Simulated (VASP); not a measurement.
BP (scanat), 2 atoms in the cell. It takes space group F-43m (No. 216, cubic). The conventional cell has a = 4.520 Å, b = 4.520 Å, c = 4.520 Å, α = 90.00°, β = 90.00°, γ = 90.00°. B (site symmetry -43m) has 4 P at 1.96 Å within 2.6 Å. Within 2.6 Å of P (site symmetry -43m) lie 4 B at 1.96 Å. 

| Item | Value |
| --- | --- |
| Program | VASP 6.6.1 |
| Task | single point |
| Functional | r2SCAN |
| Potentials or basis | VASP PAW PBE potentials, release 64 (B, P) |
| Cutoff | 550 eV |
| k mesh | 10 × 10 × 10 |
| Occupations | gaussian, width 0.02 eV |
| Spin | no spin polarisation |
| Dipole correction | no |
| Further INCAR settings | ALGO = Normal; EDIFF = 1e-06; NBANDS = 11 |

Potentials or basis: VASP PAW PBE potentials, release 64 (B, P).

The run is started by

```console
$ cat potpaw_PBE.64/B/POTCAR potpaw_PBE.64/P/POTCAR > POTCAR
$ cp INCAR.step1 INCAR
$ mpirun -np 1 vasp_std > vasp.out
$ cp INCAR.step2 INCAR
$ mpirun -np 1 vasp_std > vasp.out
```

Hardware: 1 thread of AMD EPYC 7R13 (shared host).

Q: Estimate the wall time of this run.

A: Wall time 100 s on 1 thread of AMD EPYC 7R13 (shared host), peak memory 0.11 GiB. Counts: k points 47.
